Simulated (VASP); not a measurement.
# Sr3Ag (Pm-3m) in VASP: single point with LDA

Aim: the single point of Sr3Ag with LDA.

All numbers are computed with VASP 6.6.1; they aren't measurements. Logs are shortened: lines on timing, memory, paths and dates and some standing lists are left out, and cuts for length are marked.

**1. The cell of the first run**

It takes space group Pm-3m (No. 221, cubic). Conventional cell: a = 5.491 Å, b = 5.491 Å, c = 5.491 Å, α = 90.00°, β = 90.00°, γ = 90.00°. Sr (site symmetry 4/mmm) has 8 Sr at 3.88 Å and 4 Ag at 3.88 Å within 5.1 Å. Within 5.1 Å of Ag (site symmetry m-3m) lie 12 Sr at 3.88 Å.

**2. Single point, LDA**

Contents of INCAR:

```
ALGO = Normal
EDIFF = 1E-6
ENCUT = 520
ISIF = 2
ISMEAR = 0
LASPH = True
LCHARG = False
LREAL = False
LWAVE = False
NBANDS = 28
NELM = 60
PREC = Accurate
SIGMA = 0.1
```

Contents of KPOINTS:

```
k-points
0
Gamma
  4 4 4
```

Contents of POSCAR:

```
Sr3Ag
1.0
    5.4908750000      0.0000000000      0.0000000000
    0.0000000000      5.4908750000      0.0000000000
    0.0000000000      0.0000000000      5.4908750000
Sr Ag
3 1
Direct
    0.0000000000      0.5000000000      0.5000000000
    0.5000000000      0.0000000000      0.5000000000
    0.5000000000      0.5000000000      0.0000000000
    0.0000000000      0.0000000000      0.0000000000
```

Potentials or basis: VASP PAW LDA potentials, release 64 (Sr_sv, Ag).

Run with:

```bash
> cat potpaw_LDA.64/Sr_sv/POTCAR potpaw_LDA.64/Ag/POTCAR > POTCAR
> mpirun -np 1 vasp_std > vasp.out
```

OUTCAR:

```text
EDIFF = 1E-6
   ENCUT = 520
   ISIF = 2
   ISMEAR = 0
   LASPH = True
   LREAL = False
   NELM = 60
   PREC = Accurate

 ion  position               nearest neighbor table
   1  0.000  0.500  0.500-   2 3.88   3 3.88   4 3.88   3 3.88   4 3.88   2 3.88   4 3.88   4 3.88
                             2 3.88   3 3.88   3 3.88   2 3.88
   2  0.500  0.000  0.500-   1 3.88   3 3.88   4 3.88   3 3.88   4 3.88   1 3.88   3 3.88   3 3.88
                             1 3.88   4 3.88   4 3.88   1 3.88
   3  0.500  0.500  0.000-   1 3.88   2 3.88   4 3.88   1 3.88   2 3.88   2 3.88   4 3.88   2 3.88
                             1 3.88   4 3.88   1 3.88   4 3.88
   4  0.000  0.000  0.000-   1 3.88   2 3.88   3 3.88   1 3.88   2 3.88   1 3.88   3 3.88   1 3.88
                             2 3.88   3 3.88   2 3.88   3 3.88

  LATTYP: Found a simple cubic cell.
 ALAT       =     5.4908750000

  Lattice vectors:

 A1 = (   5.4908750000,   0.0000000000,   0.0000000000)
 A2 = (   0.0000000000,   5.4908750000,   0.0000000000)
 A3 = (   0.0000000000,   0.0000000000,   5.4908750000)

Analysis of symmetry for initial positions (statically):
=====================================================================
 Subroutine PRICEL returns:
 Original cell was already a primitive cell.

 Routine SETGRP: Setting up the symmetry group for a
 simple cubic supercell.

 Subroutine GETGRP returns: Found 48 space group operations
 (whereof 48 operations were pure point group operations)
 out of a pool of 48 trial point group operations.

The static configuration has the point symmetry O_h .

Analysis of symmetry for dynamics (positions and initial velocities):
=====================================================================
 Subroutine PRICEL returns:
 Original cell was already a primitive cell.

 Routine SETGRP: Setting up the symmetry group for a
 simple cubic supercell.

 Subroutine GETGRP returns: Found 48 space group operations
 (whereof 48 operations were pure point group operations)
 out of a pool of 48 trial point group operations.

The dynamic configuration has the point symmetry O_h .

 Subroutine INISYM returns: Found 48 space group operations
 (whereof 48 operations are pure point group operations),
 and found     1 'primitive' translations

----------------------------------------------------------------------------------------

[... 79 lines left out ...]
   ENCUT  =  520.0 eV  38.22 Ry    6.18 a.u.  10.21 10.21 10.21*2*pi/ulx,y,z
   NELM   =     60;   NELMIN=  2; NELMDL= -5     # of ELM steps
   EDIFF  = 0.1E-05   stopping-criterion for ELM
   LREAL  =      F    real-space projection
   EDIFFG = 0.1E-04   stopping-criterion for IOM
   NSW    =      0    number of steps for IOM
   IBRION =     -1    ionic relax: 0-MD 1-quasi-New 2-CG
   NFREE  =      0    steps in history (QN), initial steepest desc. (CG)
   ISIF   =      2    stress and relaxation
   ISYM   =      2    0-nonsym 1-usesym 2-fastsym
   POTIM  = 0.5000    time-step for ionic-motion
   TEBEG  =    0.0;   TEEND  =   0.0 temperature during run
   PSTRESS=    0.0 pullay stress
   NELECT =      41.0000    total number of electrons
   NUPDOWN=      -1.0000    fix difference up-down
   EMIN   =  10.00;   EMAX   =-10.00  energy-range for DOS
   EFERMI =   0.00;   METHOD = LEGACY
   ISMEAR =     0;   SIGMA  =   0.10  broadening in eV -4-tet -1-fermi 0-gaus
   EFERMI_NEDOS =   21; number of points for ismear=-14 and -15
   IALGO  =     38    algorithm
   IMIX   =      4    mixing-type and parameters
     AMIX     =   0.40;   BMIX     =  1.00
     AMIX_MAG =   1.60;   BMIX_MAG =  1.00
  volume/ion in A,a.u.               =      41.39       279.29
  Fermi-wavevector in a.u.,A,eV,Ry     =   1.028082  1.942794 14.380722  1.056953
  Thomas-Fermi vector in A             =   2.162060
   LORBIT       =      0    0 simple, 1 ext, 2 COOP (PROOUT), +10 PAW based schemes
   GGA     = CA    functional components
   LHFCALC =     F    Hartree Fock is set to
   AEXX    =    0.0000 exact exchange contribution
   IVDW    =     0    specifies the selected vdW correction
   LEPSILON=     F    determine dielectric tensor
   LRPA    =     F    only Hartree local field effects (RPA)
 non-spin polarized calculation
 Gauss-broadening in eV      SIGMA  =   0.10
  energy-cutoff  :      520.00
  volume of cell :      165.55
 maximum number of plane-waves:      4492
 NGX is ok and might be reduce to    42
   NGX = 21   NGY = 21   NGZ = 21

 number of electron      41.0000011 magnetization

 Free energy of the ion-electron system (eV)
  ---------------------------------------------------
  ext. energy  EPLUGINS =         0.00000000
  ---------------------------------------------------
  free energy    TOTEN  =        -9.14230237 eV

  energy without entropy =       -9.13022329  energy(sigma->0) =       -9.13626283

 E-fermi :   2.3180     XC(G=0):  -8.4258

 val. band max:        2.1171695100   @ k =   0.5000   0.2500   0.0000
 cond. band min:       2.4068398025   @ k =   0.2500   0.2500   0.0000
 fundamental gap:      0.2896702925
 Fermi energy:         2.3179755699

 k-point     1 :       0.0000    0.0000    0.0000
  band No.  band energies     occupation
      1     -33.9858      2.00000
      2     -33.9351      2.00000
      3     -33.9351      2.00000
      4     -16.2398      2.00000
      5     -16.2398      2.00000
      6     -16.2398      2.00000
[... 299 lines left out ...]
     27       4.6530      0.00000
     28       4.6530      0.00000

------------------------ aborting loop because EDIFF is reached ----------------------------------------

  FORCE on cell =-STRESS in cart. coord.  units (eV):
  Direction    XX          YY          ZZ          XY          YZ          ZX
  --------------------------------------------------------------------------------------
  -------------------------------------------------------------------------------------
  Total       -2.3304140     -2.3304140     -2.3304140     -0.0000000     -0.0000000      0.0000000
  in kB      -22.5537618    -22.5537618    -22.5537618     -0.0000000     -0.0000000      0.0000000
  external PRESSURE =     -22.5537618 kB  Pullay stress =       0.0000000 kB

 VOLUME and BASIS-vectors are now :
 -----------------------------------------------------------------------------
  energy-cutoff  :      520.00
  volume of cell :      165.55
      direct lattice vectors                 reciprocal lattice vectors
     5.490875000  0.000000000  0.000000000     0.182120336  0.000000000  0.000000000
     0.000000000  5.490875000  0.000000000     0.000000000  0.182120336  0.000000000
     0.000000000  0.000000000  5.490875000     0.000000000  0.000000000  0.182120336

 POSITION                                       TOTAL-FORCE (eV/Angst)
 -----------------------------------------------------------------------------------
      0.00000      2.74544      2.74544         0.000000      0.000000      0.000000
      2.74544      0.00000      2.74544         0.000000      0.000000      0.000000
      2.74544      2.74544      0.00000         0.000000      0.000000      0.000000
      0.00000      0.00000      0.00000         0.000000      0.000000      0.000000
 -----------------------------------------------------------------------------------
    total drift:                                0.000000     -0.000000     -0.000000

  FREE ENERGIE OF THE ION-ELECTRON SYSTEM (eV)
  ---------------------------------------------------
  free  energy   TOTEN  =        -9.1423023685 eV

  energy  without entropy=       -9.1302232928  energy(sigma->0) =       -9.13626283
```

OSZICAR:

```text
N       E                     dE             d eps       ncg     rms          rms(c)
DAV:   1     0.263004636659E+03    0.26300E+03   -0.18863E+04   560   0.126E+03
DAV:   2     0.117029559786E+02   -0.25130E+03   -0.24575E+03   628   0.306E+02
DAV:   3    -0.829869006040E+01   -0.20002E+02   -0.19734E+02   884   0.626E+01
DAV:   4    -0.934982432535E+01   -0.10511E+01   -0.10490E+01   804   0.130E+01
DAV:   5    -0.938996696977E+01   -0.40143E-01   -0.40137E-01   800   0.225E+00    0.225E+01
DAV:   6    -0.917985354074E+01    0.21011E+00   -0.14376E+00   696   0.593E+00    0.120E+01
DAV:   7    -0.915129676430E+01    0.28557E-01   -0.21718E-01   728   0.259E+00    0.323E+00
DAV:   8    -0.914192566310E+01    0.93711E-02   -0.42978E-02   804   0.110E+00    0.233E-01
DAV:   9    -0.914225772798E+01   -0.33206E-03   -0.35071E-03   920   0.201E-01    0.128E-01
DAV:  10    -0.914229942874E+01   -0.41701E-04   -0.37106E-04   728   0.910E-02    0.389E-02
DAV:  11    -0.914230284029E+01   -0.34115E-05   -0.35644E-05   704   0.248E-02    0.151E-02
DAV:  12    -0.914230236846E+01    0.47183E-06   -0.24054E-06   528   0.101E-02
   1 F= -.91423024E+01 E0= -.91362628E+01  d E =-.120791E-01
```

stdout:

```text
POSCAR found type information on POSCAR SrAg
 POSCAR found :  2 types and       4 ions
 scaLAPACK will be used
 LDA part: xc-table for (Slater(with rela. corr.)+CA(PZ))
 , standard interpolation
 POSCAR, INCAR and KPOINTS ok, starting setup
 FFT: planning ... GRIDC
 FFT: planning ... GRID_SOFT
 FFT: planning ... GRID
 WAVECAR not read
 entering main loop
```

It took 68 s on 1 thread of AMD EPYC 7R13 (Zen 3), shared host; peak memory 0.19 GiB.

Results:

```
Free energy : -9.1423 eV
Pressure    : -2.3 GPa
```
